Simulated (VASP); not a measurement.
# Pt (P6_3/mmc) in VASP: a series of runs

Pt is run at these levels: PBEsol; tasks: single point.

Everything below comes from runs of VASP 6.6.1. Logs are shortened: lines on timing, memory, paths and dates and some standing lists are left out, and cuts for length are marked.

## 1. The cell of the first run

It takes space group P6_3/mmc (No. 194, hexagonal). Conventional cell: a = 2.779 Å, b = 2.779 Å, c = 4.824 Å, α = 90.00°, β = 90.00°, γ = 120.00°. Pt (site symmetry -6m2) has 12 Pt at 2.78 to 2.90 Å within 3.7 Å.

## 2. Single point, PBEsol

Contents of INCAR:

```
SYSTEM = Pt
ALGO = Normal
EDIFF = 1E-6
ENCUT = 520
GGA = PS
ISIF = 2
ISMEAR = 1
LASPH = .TRUE.
LCHARG = .FALSE.
LREAL = .FALSE.
LWAVE = .FALSE.
NBANDS = 17
NELM = 100
PREC = Accurate
SIGMA = 0.1
```

Contents of KPOINTS:

```
k-points
0
G
  12 12 6
  0 0 0
```

Contents of POSCAR:

```
Pt
1.0
    2.7789490891      0.0000000000      0.0000000000
   -1.3894745446      2.4066406204      0.0000000000
    0.0000000000      0.0000000000      4.8238709117
Pt
2
Direct
    0.6666666667      0.3333333333      0.7500000000
    0.3333333333      0.6666666667      0.2500000000
```

Potentials or basis: VASP PAW PBE potentials, release 64 (Pt).

The run is started by

```bash
$ cat potpaw_PBE.64/Pt/POTCAR > POTCAR
$ mpirun -np 1 vasp_std > vasp.out
```

OUTCAR:

```text
SYSTEM = Pt
   EDIFF = 1E-6
   ENCUT = 520
   GGA = PS
   ISIF = 2
   ISMEAR = 1
   LASPH = .TRUE.
   LREAL = .FALSE.
   NELM = 100
   PREC = Accurate

 ion  position               nearest neighbor table
   1  0.667  0.333  0.750-   2 2.90   2 2.90   2 2.90   2 2.90   2 2.90   2 2.90
   2  0.333  0.667  0.250-   1 2.90   1 2.90   1 2.90   1 2.90   1 2.90   1 2.90

  LATTYP: Found a hexagonal cell.
 ALAT       =     2.7789490891
 C/A-ratio  =     1.7358615639

  Lattice vectors:

 A1 = (   2.7789490891,   0.0000000000,   0.0000000000)
 A2 = (  -1.3894745446,   2.4066406204,   0.0000000000)
 A3 = (   0.0000000000,   0.0000000000,   4.8238709117)

Analysis of symmetry for initial positions (statically):
=====================================================================
 Subroutine PRICEL returns:
 Original cell was already a primitive cell.

 Routine SETGRP: Setting up the symmetry group for a
 hexagonal supercell.

 Subroutine GETGRP returns: Found 24 space group operations
 (whereof 12 operations were pure point group operations)
 out of a pool of 24 trial point group operations.

The static configuration has the point symmetry D_3d.
 The point group associated with its full space group is D_6h.

Analysis of symmetry for dynamics (positions and initial velocities):
=====================================================================
 Subroutine PRICEL returns:
 Original cell was already a primitive cell.

 Routine SETGRP: Setting up the symmetry group for a
 hexagonal supercell.

 Subroutine GETGRP returns: Found 24 space group operations
 (whereof 12 operations were pure point group operations)
 out of a pool of 24 trial point group operations.

The dynamic configuration has the point symmetry D_3d.
 The point group associated with its full space group is D_6h.

 Subroutine INISYM returns: Found 24 space group operations
 (whereof 12 operations are pure point group operations),
 and found     1 'primitive' translations

----------------------------------------------------------------------------------------

                                     Primitive cell

  volume of cell :      32.2617

  direct lattice vectors                    reciprocal lattice vectors
     2.778949089  0.000000000  0.000000000     0.359848262  0.207758481  0.000000000
    -1.389474545  2.406640620  0.000000000     0.000000000  0.415516962  0.000000000
     0.000000000  0.000000000  4.823870912     0.000000000  0.000000000  0.207302396

  length of vectors
     2.778949089  2.778949187  4.823870912     0.415516977  0.415516962  0.207302396

  position of ions in fractional coordinates (direct lattice)
     0.666666667  0.333333333  0.750000000
     0.333333333  0.666666667  0.250000000

  ion indices of the primitive-cell ions
   primitive index   ion index
                 1           1
                 2           2

----------------------------------------------------------------------------------------

 KPOINTS: k-points

Automatic generation of k-mesh.
 Grid dimensions read from file:
 generate k-points for:   12   12    6

 Generating k-lattice:

  Cartesian coordinates                     Fractional coordinates (reciprocal lattice)
     0.029987355  0.017313207  0.000000000     0.083333333  0.000000000  0.000000000
     0.000000000  0.034626414  0.000000000     0.000000000  0.083333333  0.000000000
     0.000000000  0.000000000  0.034550399     0.000000000  0.000000000  0.166666667

  Length of vectors
     0.034626415  0.034626414  0.034550399

  Shift w.r.t. Gamma in fractional coordinates (k-lattice)
     0.000000000  0.000000000  0.000000000

 Subroutine IBZKPT returns following result:
 ===========================================

 Found     76 irreducible k-points:

 Following reciprocal coordinates:
            Coordinates               Weight
  0.000000  0.000000  0.000000      1.000000
  0.083333 -0.000000  0.000000      6.000000
  0.166667 -0.000000  0.000000      6.000000
  0.250000  0.000000  0.000000      6.000000
  0.333333 -0.000000  0.000000      6.000000
  0.416667 -0.000000  0.000000      6.000000
[... 16 lines left out ...]
  0.250000  0.000000  0.166667     12.000000
  0.333333 -0.000000  0.166667     12.000000
 [... further k-points ...]
   k-points           NKPTS =     76   k-points in BZ     NKDIM =     76   number of bands    NBANDS=     17
   number of dos      NEDOS =    301   number of ions     NIONS =      2
   total plane-waves  NPLWV =  20736
   dimension x,y,z NGX =    24 NGY =   24 NGZ =   36
   dimension x,y,z NGXF=    48 NGYF=   48 NGZF=   72
   ions per type =               2
   NGX,Y,Z   is equivalent  to a cutoff of  14.36, 14.36, 12.41 a.u.
   NGXF,Y,Z  is equivalent  to a cutoff of  28.72, 28.72, 24.81 a.u.
 SYSTEM =  Pt
   PREC   = accura    normal or accurate (medium, high low for compatibility)
   ISTART =      0    job   : 0-new  1-cont  2-samecut
   ICHARG =      2    charge: 1-file 2-atom 10-const
   ISPIN  =      1    spin polarized calculation?
   LNONCOLLINEAR =      F non collinear calculations
   LSORBIT =      F    spin-orbit coupling
   LASPH  =      T    aspherical Exc in radial PAW
   ENCUT  =  520.0 eV  38.22 Ry    6.18 a.u.   5.17  5.17  8.97*2*pi/ulx,y,z
   NELM   =    100;   NELMIN=  2; NELMDL= -5     # of ELM steps
   EDIFF  = 0.1E-05   stopping-criterion for ELM
   LREAL  =      F    real-space projection
   EDIFFG = 0.1E-04   stopping-criterion for IOM
   NSW    =      0    number of steps for IOM
   IBRION =     -1    ionic relax: 0-MD 1-quasi-New 2-CG
   NFREE  =      0    steps in history (QN), initial steepest desc. (CG)
   ISIF   =      2    stress and relaxation
   ISYM   =      2    0-nonsym 1-usesym 2-fastsym
   POTIM  = 0.5000    time-step for ionic-motion
   TEBEG  =    0.0;   TEEND  =   0.0 temperature during run
   PSTRESS=    0.0 pullay stress
   NELECT =      20.0000    total number of electrons
   NUPDOWN=      -1.0000    fix difference up-down
   EMIN   =  10.00;   EMAX   =-10.00  energy-range for DOS
   EFERMI =   0.00;   METHOD = LEGACY
   ISMEAR =     1;   SIGMA  =   0.10  broadening in eV -4-tet -1-fermi 0-gaus
   EFERMI_NEDOS =   21; number of points for ismear=-14 and -15
   IALGO  =     38    algorithm
   IMIX   =      4    mixing-type and parameters
     AMIX     =   0.40;   BMIX     =  1.00
     AMIX_MAG =   1.60;   BMIX_MAG =  1.00
  volume/ion in A,a.u.               =      16.13       108.86
  Fermi-wavevector in a.u.,A,eV,Ry     =   1.395904  2.637877 26.511618  1.948549
  Thomas-Fermi vector in A             =   2.519311
   LORBIT       =      0    0 simple, 1 ext, 2 COOP (PROOUT), +10 PAW based schemes
   GGA     = PS    functional components
   LHFCALC =     F    Hartree Fock is set to
   AEXX    =    0.0000 exact exchange contribution
   IVDW    =     0    specifies the selected vdW correction
   LEPSILON=     F    determine dielectric tensor
   LRPA    =     F    only Hartree local field effects (RPA)
 non-spin polarized calculation
 Methfessel and Paxton  Order N= 1 SIGMA  =   0.10
  energy-cutoff  :      520.00
  volume of cell :       32.26
 maximum number of plane-waves:       893
 NGX is ok and might be reduce to    24
   NGX = 11   NGY = 11   NGZ = 17

 number of electron      20.0000002 magnetization

 Free energy of the ion-electron system (eV)
  ---------------------------------------------------
  ext. energy  EPLUGINS =         0.00000000
  ---------------------------------------------------
  free energy    TOTEN  =       -13.68900048 eV

  energy without entropy =      -13.68808572  energy(sigma->0) =      -13.68869556

 E-fermi :   9.8004     XC(G=0): -13.2276

 val. band max:        9.7964424907   @ k =   0.1667   0.1667   0.5000
 cond. band min:       9.8025079054   @ k =   0.2500   0.0833   0.5000
 fundamental gap:      0.0060654147
 Fermi energy:         9.8003820516

 k-point     1 :       0.0000    0.0000    0.0000
  band No.  band energies     occupation
      1       0.2848      2.00000
      2       2.9309      2.00000
      3       6.0059      2.00000
      4       6.5094      2.00000
      5       6.5094      2.00000
      6       6.8614      2.00000
[... 9 lines left out ...]
     16      27.0830      0.00000
     17      30.6128      0.00000

 k-point     2 :       0.0833   -0.0000    0.0000
  band No.  band energies     occupation
      1       0.5308      2.00000
      2       3.1563      2.00000
      3       5.9768      2.00000
      4       6.5049      2.00000
      5       6.6959      2.00000
      6       6.7494      2.00000
[... 9 lines left out ...]
     16      27.3227      0.00000
     17      29.3420      0.00000

 k-point     3 :       0.1667   -0.0000    0.0000
  band No.  band energies     occupation
      1       1.2266      2.00000
      2       3.7270      2.00000
      3       5.7811      2.00000
      4       6.3654      2.00000
      5       6.6181      2.00000
      6       6.8792      2.00000
[... 9 lines left out ...]
     16      27.3161      0.00000
     17      27.5233      0.00000

 k-point     4 :       0.2500    0.0000    0.0000
  band No.  band energies     occupation
      1       2.2127      2.00000
      2       4.1494      2.00000
      3       5.6457      2.00000
      4       5.8408      2.00000
      5       6.1123      2.00000
      6       7.3180      2.00000
[... 9 lines left out ...]
     16      25.8789      0.00000
     17      28.0463      0.00000
[... 343 lines left out ...]
      1       1.4402      2.00000
      2       3.7155      2.00000
      3       5.8306      2.00000
      4       6.0891      2.00000
      5       6.3244      2.00000
      6       6.9311      2.00000
[... 9 lines left out ...]
     16      27.1698      0.00000
     17      27.7222      0.00000

 k-point    23 :       0.2500    0.0000    0.1667
  band No.  band energies     occupation
      1       2.3781      2.00000
      2       4.1798      2.00000
      3       5.4360      2.00000
      4       5.9052      2.00000
      5       5.9962      2.00000
      6       7.0877      2.00000
[... 9 lines left out ...]
     16      25.8633      0.00000
     17      26.9728      0.00000

 k-point    24 :       0.3333   -0.0000    0.1667
  band No.  band energies     occupation
      1       3.1490      2.00000
      2       4.0421      2.00000
      3       4.9806      2.00000
      4       5.6691      2.00000
      5       6.6660      2.00000
      6       7.2090      2.00000
[... 9 lines left out ...]
     16      24.0906      0.00000
     17      25.4595      0.00000

 [... further k-points ...]
[... 5 lines left out ...]
  --------------------------------------------------------------------------------------
  -------------------------------------------------------------------------------------
  Total       -3.1778763     -3.1778766     -2.9650713      0.0000000     -0.0000000      0.0000000
  in kB     -157.8192816   -157.8192965   -147.2509846      0.0000000     -0.0000000      0.0000000
  external PRESSURE =    -154.2965209 kB  Pullay stress =       0.0000000 kB

 VOLUME and BASIS-vectors are now :
 -----------------------------------------------------------------------------
  energy-cutoff  :      520.00
  volume of cell :       32.26
      direct lattice vectors                 reciprocal lattice vectors
     2.778949089  0.000000000  0.000000000     0.359848262  0.207758481  0.000000000
    -1.389474545  2.406640620  0.000000000     0.000000000  0.415516962  0.000000000
     0.000000000  0.000000000  4.823870912     0.000000000  0.000000000  0.207302396

 POSITION                                       TOTAL-FORCE (eV/Angst)
 -----------------------------------------------------------------------------------
      1.38947      0.80221      3.61790        -0.000000     -0.000000      0.000000
     -0.00000      1.60443      1.20597         0.000000      0.000000      0.000000
 -----------------------------------------------------------------------------------
    total drift:                               -0.000000      0.000000     -0.000000

  FREE ENERGIE OF THE ION-ELECTRON SYSTEM (eV)
  ---------------------------------------------------
  free  energy   TOTEN  =       -13.6890004796 eV

  energy  without entropy=      -13.6880857235  energy(sigma->0) =      -13.68869556
```

It took 18 s on 1 thread of Intel Xeon Platinum 8488C (Sapphire Rapids), shared host; peak memory 0.18 GiB.

Results:

```
Free energy            : -13.6890 eV
Pressure               : -15.4 GPa
Band gap on the k mesh : zero (band 10 reaches 10.29 eV, above the bottom of band 11 at 9.06 eV)
```

Stress tensor (GPa, compression positive):
```
-15.78   0.00   0.00
  0.00 -15.78   0.00
  0.00   0.00 -14.73
```

Caveat: the PAW data sets were made with another functional, which shifts forces and pressure a little; spin-orbit coupling is left out, which moves the levels of the heavy elements.

## 3. Single point, PBEsol

This run uses another cell than the first one, of 16.45 Å³/atom, 1.020 times its volume.

Contents of INCAR:

```
ALGO = Normal ; EDIFF = 1E-6
ENCUT = 520 ; GGA = PS
ISIF = 2 ; ISMEAR = 1
LASPH = True ; LCHARG = True
LELF = True ; LREAL = False
LVHAR = True ; LWAVE = False
NBANDS = 17 ; NELM = 80
PREC = Accurate ; SIGMA = 0.1
```

Contents of KPOINTS:

```
k-points
0
Gamma
  12 12 6
```

Contents of POSCAR:

```
Pt
1.0
    2.7969947187      0.0000000000      0.0000000000
   -1.3984973594      2.4222685948      0.0000000000
    0.0000000000      0.0000000000      4.8551956265
Pt
2
Direct
    0.6666666667      0.3333333333      0.7500000000
    0.3333333333      0.6666666667      0.2500000000
```

Potentials or basis: VASP PAW PBE potentials, release 64 (Pt).

The run is started by

```bash
$ cat potpaw_PBE.64/Pt/POTCAR > POTCAR
$ mpirun -np 1 vasp_std > vasp.out
```

It took 19 s on 1 thread of Intel Xeon Platinum 8488C (Sapphire Rapids), shared host; peak memory 0.17 GiB.

The run converged. Its results:

```yaml
Free_energy: -13.6213 eV
Pressure: -19.0 GPa
Band_gap_on_the_k_mesh: zero (band 10 reaches 9.93 eV, above the bottom of band 11 at 8.74 eV)
```

Stress tensor (GPa, compression positive):
```
-19.54   0.00   0.00
  0.00 -19.54   0.00
  0.00   0.00 -18.01
```

Levels at points of the mesh, in eV from the Fermi level:
```
           k point  band 8  band 9  band 10  band 11  band 12  band 13
(0.00, 0.00, 0.00)   -1.65   -1.65    -0.58    -0.18    -0.18     4.41
(0.50, 0.00, 0.00)    0.03    0.29     0.47     2.19     3.59     7.04
(0.00, 0.00, 0.50)   -3.18   -0.71    -0.71    -0.71    -0.71    11.60
(0.50, 0.00, 0.50)   -0.76    0.39     0.39     1.70     1.70     6.14
```

Caveat: the PAW data sets were made with another functional, which shifts forces and pressure a little; spin-orbit coupling is left out, which moves the levels of the heavy elements.

(Continued in part 2 of 2.)
